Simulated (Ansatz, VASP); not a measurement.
Two plane-wave programs on In

```
In
1.0
    -1.62547    1.62547    2.37475
     1.62547   -1.62547    2.37475
     1.62547    1.62547   -2.37475
In
1
Direct
  0.00000 0.00000 0.00000
```

Alike in both runs: functional PBE; k mesh 10 × 10 × 10; occupations fermi-dirac, width 0.05 eV; no spin polarisation.

|  | VASP | Ansatz |
| --- | --- | --- |
| version | VASP 6.6.1 | Ansatz 0.2.0 |
| potentials or method | VASP PAW PBE potentials, release 64 (In_d) | Ansatz PAW |
| plane-wave cutoff (eV) | 520 | 420 |
| valence electrons in the cell | 13 | 13 |
| task | single point | band structure |

Ansatz gave:

- gap on the k mesh at the Fermi level (eV): none
- pressure (GPa): 4.1
- traceless stress, the component that is largest in VASP (GPa): -1.09

Problem. Which values does VASP return?

Solution. gap on the k mesh at the Fermi level (eV): none; pressure (GPa): 4.0; traceless stress, the component that is largest in VASP (GPa): -1.09.

A gap of «none» marks a metal or a gap that the smearing closes.
